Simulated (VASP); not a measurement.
# MnSb (zincblende type) (F-43m) in VASP: electric field gradients with PBE

Aim: the electric field gradients of MnSb (zincblende type) with PBE.

Program: VASP 6.6.1. These are calculated values, not measurements. Logs are shortened: lines on timing, memory, paths and dates and some standing lists are left out, and cuts for length are marked.

## (1) The cell of the first run

The structure is cubic, space group F-43m (No. 216). Conventional cell: a = 6.097 Å, b = 6.097 Å, c = 6.097 Å, α = 90.00°, β = 90.00°, γ = 90.00°. Within 3.5 Å of Mn (site symmetry -43m) lie 4 Sb at 2.64 Å. Within 3.5 Å of Sb (site symmetry -43m) lie 4 Mn at 2.64 Å.

## (2) Electric field gradients, PBE, collinear spin, ferromagnetic start (volume scaled by 0.96)

Input file INCAR:

```
PREC = Accurate
ENCUT = 520
EDIFF = 1E-8
ISMEAR = -1
SIGMA = 0.03
LREAL = F
LASPH = T
NELM = 150
ALGO = Normal
ISIF = 2
LWAVE = F
LCHARG = F
ISPIN = 2
MAGMOM = 4 0
LORBIT = 11
LMAXMIX = 4
GGA = PE
LEFG = T
NBANDS = 20
```

Input file KPOINTS:

```
regular mesh
0
Gamma
  10 10 10
```

Input file POSCAR:

```
MnSb
1.0
    0.0000000000      3.0483250126      3.0483250126
    3.0483250126      0.0000000000      3.0483250126
    3.0483250126      3.0483250126      0.0000000000
Mn Sb
1 1
Direct
    0.0000000000      0.0000000000      0.0000000000
    0.2500000000      0.2500000000      0.2500000000
```

Potentials or basis: VASP PAW PBE potentials, release 64 (Mn_pv, Sb).

The run is started by

```console
$ cat potpaw_PBE.64/Mn_pv/POTCAR potpaw_PBE.64/Sb/POTCAR > POTCAR
$ mpirun -np 1 vasp_std > vasp.out
```

OUTCAR:

```text
PREC = Accurate
   ENCUT = 520
   EDIFF = 1E-8
   ISMEAR = -1
   LREAL = F
   LASPH = T
   NELM = 150
   ISIF = 2
   ISPIN = 2
   LORBIT = 11
   GGA = PE

 ion  position               nearest neighbor table
   1  0.000  0.000  0.000-   2 2.64   2 2.64   2 2.64   2 2.64
   2  0.250  0.250  0.250-   1 2.64   1 2.64   1 2.64   1 2.64

  LATTYP: Found a face centered cubic cell.
 ALAT       =     6.0966500252

  Lattice vectors:

 A1 = (   0.0000000000,   3.0483250126,   3.0483250126)
 A2 = (   3.0483250126,   0.0000000000,   3.0483250126)
 A3 = (   3.0483250126,   3.0483250126,   0.0000000000)

Analysis of symmetry for initial positions (statically):
=====================================================================
 Subroutine PRICEL returns:
 Original cell was already a primitive cell.

 Routine SETGRP: Setting up the symmetry group for a
 face centered cubic supercell.

 Subroutine GETGRP returns: Found 24 space group operations
 (whereof 24 operations were pure point group operations)
 out of a pool of 48 trial point group operations.

The static configuration has the point symmetry T_d .

Analysis of symmetry for dynamics (positions and initial velocities):
=====================================================================
 Subroutine PRICEL returns:
 Original cell was already a primitive cell.

 Routine SETGRP: Setting up the symmetry group for a
 face centered cubic supercell.

 Subroutine GETGRP returns: Found 24 space group operations
 (whereof 24 operations were pure point group operations)
 out of a pool of 48 trial point group operations.

The dynamic configuration has the point symmetry T_d .

Analysis of structural, dynamic, and magnetic symmetry:
=====================================================================
 Subroutine PRICEL returns:
 Original cell was already a primitive cell.

 Routine SETGRP: Setting up the symmetry group for a
 face centered cubic supercell.

 Subroutine GETGRP returns: Found 24 space group operations
 (whereof 24 operations were pure point group operations)
 out of a pool of 48 trial point group operations.

The overall configuration has the point symmetry T_d .

[... 150 lines left out ...]
 Fermi energy:         4.6327710567

 spin component 1

 k-point     1 :       0.0000    0.0000    0.0000
  band No.  band energies     occupation
      1     -45.7111      1.00000
      2     -45.7111      1.00000
      3     -45.7111      1.00000
      4      -5.5005      1.00000
      5       1.1089      1.00000
      6       1.1089      1.00000
[... 541 lines left out ...]
     19      17.4774      0.00000
     20      18.6624      0.00000

 [... further k-points ...]

 spin component 2

 k-point     1 :       0.0000    0.0000    0.0000
  band No.  band energies     occupation
      1     -41.6733      1.00000
      2     -41.6732      1.00000
      3     -41.6732      1.00000
      4      -5.4340      1.00000
      5       3.1876      1.00000
      6       3.1876      1.00000
[... 541 lines left out ...]
     19      18.0167      0.00000
     20      19.0786      0.00000

 [... further k-points ...]
[... 5 lines left out ...]
  --------------------------------------------------------------------------------------
  -------------------------------------------------------------------------------------
  Total        0.7168530      0.7168530      0.7168530      0.0000000      0.0000000     -0.0000000
  in kB       20.2734136     20.2734136     20.2734136      0.0000000      0.0000000     -0.0000000
  external PRESSURE =      20.2734136 kB  Pullay stress =       0.0000000 kB

 VOLUME and BASIS-vectors are now :
 -----------------------------------------------------------------------------
  energy-cutoff  :      520.00
  volume of cell :       56.65
      direct lattice vectors                 reciprocal lattice vectors
     0.000000000  3.048325013  3.048325013    -0.164024505  0.164024505  0.164024505
     3.048325013  0.000000000  3.048325013     0.164024505 -0.164024505  0.164024505
     3.048325013  3.048325013  0.000000000     0.164024505  0.164024505 -0.164024505

 POSITION                                       TOTAL-FORCE (eV/Angst)
 -----------------------------------------------------------------------------------
      0.00000      0.00000      0.00000        -0.000000      0.000000     -0.000000
      1.52416      1.52416      1.52416         0.000000     -0.000000      0.000000
 -----------------------------------------------------------------------------------
    total drift:                               -0.000000     -0.000000     -0.000000

  FREE ENERGIE OF THE ION-ELECTRON SYSTEM (eV)
  ---------------------------------------------------
  free  energy   TOTEN  =       -12.2705181113 eV

  energy  without entropy=      -12.2678651545  energy(sigma->0) =      -12.26919163

 Electric field gradients (V/A^2)
---------------------------------------------------------------------
 ion       V_xx      V_yy      V_zz      V_xy      V_xz      V_yz
---------------------------------------------------------------------
   1       0.000    -0.000    -0.000     0.001     0.001     0.001
   2      -0.000     0.000    -0.000     0.000     0.000     0.000
---------------------------------------------------------------------

 Electric field gradients after diagonalization (V/A^2)
 (convention: |V_zz| > |V_xx| > |V_yy|)
----------------------------------------------------------------------
 ion       V_xx      V_yy      V_zz     asymmetry (V_yy - V_xx)/ V_zz
----------------------------------------------------------------------
   1      -0.001    -0.001     0.002       0.000
   2      -0.000    -0.000     0.000       0.000
----------------------------------------------------------------------

           NMR quadrupolar parameters

 Cq : quadrupolar parameter    Cq=e*Q*V_zz/h
 eta: asymmetry parameters     (V_yy - V_xx)/ V_zz
 Q  : nuclear electric quadrupole moment in mb (millibarn)
----------------------------------------------------------------------
 ion       Cq(MHz)       eta       Q (mb)
----------------------------------------------------------------------
   1       0.000       0.000       1.000
   2       0.000       0.000       1.000
----------------------------------------------------------------------

 total charge

# of ion       s       p       d       tot
------------------------------------------
    1        0.324   6.204   4.942  11.470
    2        1.140   1.355   0.026   2.521
--------------------------------------------------
tot          1.464   7.559   4.967  13.991

 magnetization (x)

# of ion       s       p       d       tot
------------------------------------------
    1        0.062   0.043   3.745   3.850
    2       -0.000  -0.172   0.015  -0.157
--------------------------------------------------
tot          0.062  -0.129   3.760   3.693
```

stdout:

```text
POSCAR found type information on POSCAR MnSb
 POSCAR found :  2 types and       2 ions
 scaLAPACK will be used
 LDA part: xc-table for (Slater+PW92), standard interpolation
 POSCAR, INCAR and KPOINTS ok, starting setup
 FFT: planning ... GRIDC
 FFT: planning ... GRID_SOFT
 FFT: planning ... GRID
 WAVECAR not read
 entering main loop
ion   1

ion   2
```

Run time: 82 s. Hardware: 1 thread of Intel Xeon 6975P-C, shared host; peak memory 0.26 GiB.

What came out:

* Free energy: -12.2705 eV
* Pressure: 2.0 GPa
* Band gap on the k mesh: zero (filled and empty bands overlap)
* Net moment: 4.00 μB per cell
* Site moments: Mn +3.85; Sb -0.16 μB
* Valence electrons inside the program's atomic spheres: Mn 11.47; Sb 2.52

Caveat: without QUAD_EFG the Cq values of the log hold for a quadrupole moment of 1 mb, not for the nuclei; spin-orbit coupling is left out, which moves the levels of the heavy elements; a cell with one magnetic atom can't hold antiferromagnetic order, which such compounds often take.
